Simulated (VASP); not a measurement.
# ZrS2 (P-3m1) in VASP: a series of runs

Runs on ZrS2. Level: PBE. Tasks: single point.

Program: VASP 6.6.1. These are calculated values, not measurements. Logs are shortened: lines on timing, memory, paths and dates and some standing lists are left out, and cuts for length are marked.

**1. The cell of the first run**

The structure is trigonal, space group P-3m1 (No. 164). Conventional cell: a = 3.752 Å, b = 3.752 Å, c = 6.212 Å, α = 90.00°, β = 90.00°, γ = 120.00°. Within 3.4 Å of Zr (site symmetry -3m) lie 6 S at 2.61 Å. S (site symmetry 3m) has 3 Zr at 2.61 Å within 3.4 Å.

**2. Single point, PBE (volume changed by +5%)**

INCAR reads:

```
SYSTEM = ZrS2
PREC = Accurate
ENCUT = 500
EDIFF = 1E-6
ISMEAR = 0
SIGMA = 0.01
LREAL = .False.
LASPH = .True.
NELM = 120
ALGO = Normal
ISIF = 2
LWAVE = .False.
LCHARG = .True.
GGA = PE
LELF = .True.
LVHAR = .True.
NBANDS = 19
GGA_COMPAT = .False.
```

KPOINTS reads:

```
regular mesh
0
Gamma
  6 6 2
  0 0 0
```

POSCAR reads:

```
ZrS2
1.0
    3.7515130587      0.0000000000      0.0000000000
   -1.8757565293      3.2489056115      0.0000000000
    0.0000000000      0.0000000000      6.2115091961
Zr S
1 2
Direct
    0.0000000000      0.0000000000      0.0000000000
    0.6666666667      0.3333333333      0.7649092999
    0.3333333333      0.6666666667      0.2350907001
```

Potentials or basis: VASP PAW PBE potentials, release 64 (Zr_sv, S).

Command:

```bash
$ cat potpaw_PBE.64/Zr_sv/POTCAR potpaw_PBE.64/S/POTCAR > POTCAR
$ mpirun -np 1 vasp_std > vasp.out
```

OUTCAR:

```text
SYSTEM = ZrS2
   PREC = Accurate
   ENCUT = 500
   EDIFF = 1E-6
   ISMEAR = 0
   LREAL = .False.
   LASPH = .True.
   NELM = 120
   ISIF = 2
   GGA = PE

 ion  position               nearest neighbor table
   1  0.000  0.000  0.000-   2 2.61   3 2.61   2 2.61   3 2.61   2 2.61   3 2.61
   2  0.667  0.333  0.765-   1 2.61   1 2.61   1 2.61
   3  0.333  0.667  0.235-   1 2.61   1 2.61   1 2.61

  LATTYP: Found a hexagonal cell.
 ALAT       =     3.7515130587
 C/A-ratio  =     1.6557343927

  Lattice vectors:

 A1 = (   3.7515130587,   0.0000000000,   0.0000000000)
 A2 = (  -1.8757565293,   3.2489056115,   0.0000000000)
 A3 = (   0.0000000000,   0.0000000000,   6.2115091961)

Analysis of symmetry for initial positions (statically):
=====================================================================
 Subroutine PRICEL returns:
 Original cell was already a primitive cell.

 Routine SETGRP: Setting up the symmetry group for a
 hexagonal supercell.

 Subroutine GETGRP returns: Found 12 space group operations
 (whereof 12 operations were pure point group operations)
 out of a pool of 24 trial point group operations.

The static configuration has the point symmetry D_3d.

Analysis of symmetry for dynamics (positions and initial velocities):
=====================================================================
 Subroutine PRICEL returns:
 Original cell was already a primitive cell.

 Routine SETGRP: Setting up the symmetry group for a
 hexagonal supercell.

 Subroutine GETGRP returns: Found 12 space group operations
 (whereof 12 operations were pure point group operations)
 out of a pool of 24 trial point group operations.

The dynamic configuration has the point symmetry D_3d.

 Subroutine INISYM returns: Found 12 space group operations
 (whereof 12 operations are pure point group operations),
 and found     1 'primitive' translations

----------------------------------------------------------------------------------------

                                     Primitive cell

  volume of cell :      75.7078

  direct lattice vectors                    reciprocal lattice vectors
     3.751513059  0.000000000  0.000000000     0.266559115  0.153897977  0.000000000
    -1.875756529  3.248905612  0.000000000     0.000000000  0.307795953  0.000000000
     0.000000000  0.000000000  6.211509196     0.000000000  0.000000000  0.160991471

  length of vectors
     3.751513059  3.751513059  6.211509196     0.307795953  0.307795953  0.160991471

  position of ions in fractional coordinates (direct lattice)
     0.000000000  0.000000000  0.000000000
     0.666666667  0.333333333  0.764909300
     0.333333333  0.666666667  0.235090700

  ion indices of the primitive-cell ions
   primitive index   ion index
                 1           1
                 2           2
                 3           3

----------------------------------------------------------------------------------------

 KPOINTS: regular mesh

Automatic generation of k-mesh.
 Grid dimensions read from file:
 generate k-points for:    6    6    2

 Generating k-lattice:

  Cartesian coordinates                     Fractional coordinates (reciprocal lattice)
     0.044426519  0.025649663  0.000000000     0.166666667  0.000000000  0.000000000
     0.000000000  0.051299326  0.000000000     0.000000000  0.166666667  0.000000000
     0.000000000  0.000000000  0.080495735     0.000000000  0.000000000  0.500000000

  Length of vectors
     0.051299326  0.051299326  0.080495735

  Shift w.r.t. Gamma in fractional coordinates (k-lattice)
     0.000000000  0.000000000  0.000000000

 Subroutine IBZKPT returns following result:
 ===========================================

 Found     14 irreducible k-points:

 Following reciprocal coordinates:
            Coordinates               Weight
  0.000000  0.000000  0.000000      1.000000
  0.166667  0.000000  0.000000      6.000000
  0.333333 -0.000000  0.000000      6.000000
  0.500000 -0.000000  0.000000      3.000000
  0.166667  0.166667  0.000000      6.000000
  0.333333  0.166667  0.000000     12.000000
  0.333333  0.333333  0.000000      2.000000
  0.000000  0.000000  0.500000      1.000000
  0.166667  0.000000  0.500000      6.000000
  0.333333 -0.000000  0.500000      6.000000
  0.500000 -0.000000  0.500000      3.000000
  0.166667  0.166667  0.500000      6.000000
  0.333333  0.166667  0.500000     12.000000
  0.333333  0.333333  0.500000      2.000000
   k-points           NKPTS =     14   k-points in BZ     NKDIM =     14   number of bands    NBANDS=     19
   number of dos      NEDOS =    301   number of ions     NIONS =      3
   total plane-waves  NPLWV =  37632
   dimension x,y,z NGX =    28 NGY =   28 NGZ =   48
   dimension x,y,z NGXF=    56 NGYF=   56 NGZF=   96
   ions per type =               1   2
   NGX,Y,Z   is equivalent  to a cutoff of  12.41, 12.41, 12.85 a.u.
   NGXF,Y,Z  is equivalent  to a cutoff of  24.82, 24.82, 25.69 a.u.
 SYSTEM =  ZrS2
   PREC   = accura    normal or accurate (medium, high low for compatibility)
   ISTART =      0    job   : 0-new  1-cont  2-samecut
   ICHARG =      2    charge: 1-file 2-atom 10-const
   ISPIN  =      1    spin polarized calculation?
   LNONCOLLINEAR =      F non collinear calculations
   LSORBIT =      F    spin-orbit coupling
   LASPH  =      T    aspherical Exc in radial PAW
   ENCUT  =  500.0 eV  36.75 Ry    6.06 a.u.   6.84  6.84 11.33*2*pi/ulx,y,z
   NELM   =    120;   NELMIN=  2; NELMDL= -5     # of ELM steps
   EDIFF  = 0.1E-05   stopping-criterion for ELM
   LREAL  =      F    real-space projection
   EDIFFG = 0.1E-04   stopping-criterion for IOM
   NSW    =      0    number of steps for IOM
   IBRION =     -1    ionic relax: 0-MD 1-quasi-New 2-CG
   NFREE  =      0    steps in history (QN), initial steepest desc. (CG)
   ISIF   =      2    stress and relaxation
   ISYM   =      2    0-nonsym 1-usesym 2-fastsym
   POTIM  = 0.5000    time-step for ionic-motion
   TEBEG  =    0.0;   TEEND  =   0.0 temperature during run
   PSTRESS=    0.0 pullay stress
   NELECT =      24.0000    total number of electrons
   NUPDOWN=      -1.0000    fix difference up-down
   EMIN   =  10.00;   EMAX   =-10.00  energy-range for DOS
   EFERMI =   0.00;   METHOD = LEGACY
   ISMEAR =     0;   SIGMA  =   0.01  broadening in eV -4-tet -1-fermi 0-gaus
   EFERMI_NEDOS =   21; number of points for ismear=-14 and -15
   IALGO  =     38    algorithm
   IMIX   =      4    mixing-type and parameters
     AMIX     =   0.40;   BMIX     =  1.00
     AMIX_MAG =   1.60;   BMIX_MAG =  1.00
  volume/ion in A,a.u.               =      25.24       170.30
  Fermi-wavevector in a.u.,A,eV,Ry     =   1.116259  2.109424 16.953327  1.246034
  Thomas-Fermi vector in A             =   2.252871
   LORBIT       =      0    0 simple, 1 ext, 2 COOP (PROOUT), +10 PAW based schemes
   GGA     = PE    functional components
   LHFCALC =     F    Hartree Fock is set to
   AEXX    =    0.0000 exact exchange contribution
   IVDW    =     0    specifies the selected vdW correction
   LEPSILON=     F    determine dielectric tensor
   LRPA    =     F    only Hartree local field effects (RPA)
 non-spin polarized calculation
 Gauss-broadening in eV      SIGMA  =   0.01
  energy-cutoff  :      500.00
  volume of cell :       75.71
 maximum number of plane-waves:      1941
 NGX is ok and might be reduce to    28
   NGX = 13   NGY = 13   NGZ = 23

 number of electron      23.9999998 magnetization

 Free energy of the ion-electron system (eV)
  ---------------------------------------------------
  ext. energy  EPLUGINS =         0.00000000
  ---------------------------------------------------
  free energy    TOTEN  =       -21.38470474 eV

  energy without entropy =      -21.38470474  energy(sigma->0) =      -21.38470474

 E-fermi :   3.5594     XC(G=0):  -9.0355

 val. band max:        3.4655432668   @ k =   0.1667   0.0000   0.0000
 cond. band min:       4.5917478321   @ k =   0.5000  -0.0000   0.5000
 fundamental gap:      1.1262045653
 Fermi energy:         3.5594274495

 k-point     1 :       0.0000    0.0000    0.0000
  band No.  band energies     occupation
      1     -45.6237      2.00000
      2     -23.6443      2.00000
      3     -23.5130      2.00000
      4     -23.5130      2.00000
      5      -8.7991      2.00000
      6      -7.5731      2.00000
[... 11 lines left out ...]
     18       8.9970      0.00000
     19       9.4113      0.00000

 k-point     2 :       0.1667    0.0000    0.0000
  band No.  band energies     occupation
      1     -45.6204      2.00000
      2     -23.6339      2.00000
      3     -23.5633      2.00000
      4     -23.5240      2.00000
      5      -8.5599      2.00000
      6      -7.6223      2.00000
[... 11 lines left out ...]
     18      10.0518      0.00000
     19      10.8368      0.00000

 k-point     3 :       0.3333   -0.0000    0.0000
  band No.  band energies     occupation
      1     -45.6137      2.00000
      2     -23.6629      2.00000
      3     -23.6121      2.00000
      4     -23.5459      2.00000
      5      -8.0698      2.00000
      6      -7.6810      2.00000
[... 11 lines left out ...]
     18      10.8070      0.00000
     19      11.5186      0.00000

 k-point     4 :       0.5000   -0.0000    0.0000
  band No.  band energies     occupation
      1     -45.6103      2.00000
      2     -23.7112      2.00000
      3     -23.6016      2.00000
      4     -23.5567      2.00000
      5      -7.9276      2.00000
      6      -7.5697      2.00000
[... 11 lines left out ...]
     18      10.1554      0.00000
     19      11.1648      0.00000

 k-point     5 :       0.1667    0.1667    0.0000
  band No.  band energies     occupation
      1     -45.6154      2.00000
      2     -23.6281      2.00000
      3     -23.6183      2.00000
      4     -23.5500      2.00000
      5      -8.1779      2.00000
      6      -7.6896      2.00000
[... 11 lines left out ...]
     18      11.4238      0.00000
     19      12.2634      0.00000

 k-point     6 :       0.3333    0.1667    0.0000
  band No.  band energies     occupation
      1     -45.6103      2.00000
      2     -23.6852      2.00000
      3     -23.6023      2.00000
      4     -23.5828      2.00000
      5      -7.8434      2.00000
      6      -7.6600      2.00000
[... 11 lines left out ...]
     18      11.2726      0.00000
     19      11.6189      0.00000

 k-point     7 :       0.3333    0.3333    0.0000
  band No.  band energies     occupation
      1     -45.6087      2.00000
      2     -23.6493      2.00000
      3     -23.6493      2.00000
      4     -23.5970      2.00000
      5      -7.6866      2.00000
      6      -7.6866      2.00000
[... 11 lines left out ...]
     18      11.2913      0.00000
     19      12.9858      0.00000

 k-point     8 :       0.0000    0.0000    0.5000
  band No.  band energies     occupation
      1     -45.6237      2.00000
      2     -23.6445      2.00000
      3     -23.5130      2.00000
      4     -23.5130      2.00000
      5      -8.6527      2.00000
      6      -7.7914      2.00000
[... 11 lines left out ...]
     18       9.7068      0.00000
     19      10.6545      0.00000

 k-point     9 :       0.1667    0.0000    0.5000
  band No.  band energies     occupation
      1     -45.6204      2.00000
      2     -23.6341      2.00000
      3     -23.5633      2.00000
      4     -23.5240      2.00000
      5      -8.4210      2.00000
      6      -7.8063      2.00000
[... 11 lines left out ...]
     18      10.8702      0.00000
     19      11.3438      0.00000

 k-point    10 :       0.3333   -0.0000    0.5000
  band No.  band energies     occupation
      1     -45.6137      2.00000
      2     -23.6628      2.00000
      3     -23.6122      2.00000
      4     -23.5459      2.00000
      5      -8.0176      2.00000
      6      -7.7350      2.00000
[... 11 lines left out ...]
     18      10.3084      0.00000
     19      11.0671      0.00000

 k-point    11 :       0.5000   -0.0000    0.5000
  band No.  band energies     occupation
      1     -45.6103      2.00000
      2     -23.7112      2.00000
      3     -23.6017      2.00000
      4     -23.5567      2.00000
      5      -7.9772      2.00000
      6      -7.5073      2.00000
[... 11 lines left out ...]
     18       9.4971      0.00000
     19      10.5565      0.00000

 k-point    12 :       0.1667    0.1667    0.5000
  band No.  band energies     occupation
      1     -45.6154      2.00000
      2     -23.6280      2.00000
      3     -23.6185      2.00000
      4     -23.5500      2.00000
      5      -8.0600      2.00000
      6      -7.8203      2.00000
[... 11 lines left out ...]
     18      11.6978      0.00000
     19      11.9196      0.00000

 k-point    13 :       0.3333    0.1667    0.5000
  band No.  band energies     occupation
      1     -45.6103      2.00000
      2     -23.6852      2.00000
      3     -23.6024      2.00000
      4     -23.5828      2.00000
      5      -7.8712      2.00000
      6      -7.6276      2.00000
[... 11 lines left out ...]
     18      10.6353      0.00000
     19      11.2643      0.00000

 k-point    14 :       0.3333    0.3333    0.5000
  band No.  band energies     occupation
      1     -45.6087      2.00000
      2     -23.6492      2.00000
      3     -23.6492      2.00000
      4     -23.5971      2.00000
      5      -7.6877      2.00000
      6      -7.6877      2.00000
[... 11 lines left out ...]
     18      11.8009      0.00000
     19      11.9516      0.00000

------------------------ aborting loop because EDIFF is reached ----------------------------------------

  FORCE on cell =-STRESS in cart. coord.  units (eV):
  Direction    XX          YY          ZZ          XY          YZ          ZX
  --------------------------------------------------------------------------------------
  -------------------------------------------------------------------------------------
  Total       -1.8545528     -1.8545528     -1.1096604     -0.0000000      0.0000000     -0.0000000
  in kB      -39.2472382    -39.2472382    -23.4833456     -0.0000000      0.0000000     -0.0000000
  external PRESSURE =     -33.9926073 kB  Pullay stress =       0.0000000 kB

 VOLUME and BASIS-vectors are now :
 -----------------------------------------------------------------------------
  energy-cutoff  :      500.00
  volume of cell :       75.71
      direct lattice vectors                 reciprocal lattice vectors
     3.751513059  0.000000000  0.000000000     0.266559115  0.153897977  0.000000000
    -1.875756529  3.248905612  0.000000000     0.000000000  0.307795953  0.000000000
     0.000000000  0.000000000  6.211509196     0.000000000  0.000000000  0.160991471

 POSITION                                       TOTAL-FORCE (eV/Angst)
 -----------------------------------------------------------------------------------
      0.00000      0.00000      0.00000        -0.000000      0.000000      0.000000
      1.87576      1.08297      4.75124         0.000000      0.000000      0.466638
     -0.00000      2.16594      1.46027        -0.000000      0.000000     -0.466638
 -----------------------------------------------------------------------------------
    total drift:                                0.000000      0.000000     -0.000000

  FREE ENERGIE OF THE ION-ELECTRON SYSTEM (eV)
  ---------------------------------------------------
  free  energy   TOTEN  =       -21.3847047382 eV

  energy  without entropy=      -21.3847047382  energy(sigma->0) =      -21.38470474
```

It took 12 s on 1 thread of AMD EPYC 9R45 (Zen 5), shared host; peak memory 0.15 GiB.

Results:

```yaml
Free_energy: -21.3847 eV
Pressure: -3.4 GPa
Largest_force: 0.467 eV/Å
Band_gap_on_the_k_mesh: 1.13 eV, indirect (least direct gap 1.65 eV)
```

Forces in eV/Å, atoms in the order of the input:
```
Zr   0.000  0.000  0.000
S    0.000  0.000  0.467
S    0.000  0.000 -0.467
```

Caveat: the k points lie up to 0.51 Å⁻¹ apart; this functional lacks dispersion, which binds the layers, so the pressure and a relaxed spacing across them are unreliable. A k mesh can miss the band edges.

**3. Single point, PBE (volume changed by +10%)**

INCAR reads:

```
PREC = Accurate ; ENCUT = 500
EDIFF = 1E-6 ; ISMEAR = 0
SIGMA = 0.01 ; LREAL = F
LASPH = T ; NELM = 120
ALGO = Normal ; ISIF = 2
LWAVE = F ; LCHARG = T
GGA = PE ; LELF = T
LVHAR = T ; NBANDS = 19
GGA_COMPAT = F
```

KPOINTS reads:

```
Automatic mesh
0
Gamma
  6 6 2
```

POSCAR reads:

```
ZrS2
1.0
    3.8101399197      0.0000000000      0.0000000000
   -1.9050699598      3.2996779625      0.0000000000
    0.0000000000      0.0000000000      6.3085797063
Zr S
1 2
Direct
    0.0000000000      0.0000000000      0.0000000000
    0.6666666667      0.3333333333      0.7649092999
    0.3333333333      0.6666666667      0.2350907001
```

Potentials or basis: VASP PAW PBE potentials, release 64 (Zr_sv, S).

Command:

```bash
$ cat potpaw_PBE.64/Zr_sv/POTCAR potpaw_PBE.64/S/POTCAR > POTCAR
$ mpirun -np 1 vasp_std > vasp.out
```

Wall time 12 s (1 thread of AMD EPYC 9R45 (Zen 5), shared host); peak memory 0.15 GiB.

It converged, with:

| Property | Result |
| --- | --- |
| Free energy | -21.2735 eV |
| Pressure | -6.4 GPa |
| Largest force | 0.904 eV/Å |
| Band gap on the k mesh | 1.14 eV, indirect (least direct gap 1.61 eV) |

Forces on the atoms (eV/Å):
```
Zr   0.000  0.000  0.000
S    0.000  0.000  0.904
S    0.000  0.000 -0.904
```

Stress tensor (GPa, compression positive):
```
-7.16  0.00  0.00
 0.00 -7.16  0.00
 0.00  0.00 -5.02
```

Levels at points of the mesh, in eV from the valence-band top:
| k point | band 9 | band 10 | band 11 | band 12 | band 13 | band 14 | band 15 | band 16 |
| --- | --- | --- | --- | --- | --- | --- | --- | --- |
| (0.00, 0.00, 0.00) | -2.40 | -0.04 | -0.04 | 0.00 | 1.61 | 1.61 | 2.34 | 4.68 |
| (0.50, 0.00, 0.00) | -2.13 | -2.00 | -1.36 | -1.01 | 1.24 | 3.00 | 3.20 | 5.16 |
| (0.00, 0.00, 0.50) | -2.38 | -1.21 | -0.11 | -0.11 | 1.60 | 1.60 | 2.53 | 4.86 |
| (0.50, 0.00, 0.50) | -2.21 | -1.90 | -0.87 | -0.71 | 1.14 | 2.99 | 3.20 | 4.91 |

Caveat: the k points lie up to 0.50 Å⁻¹ apart; this functional lacks dispersion, which binds the layers, so the pressure and a relaxed spacing across them are unreliable.
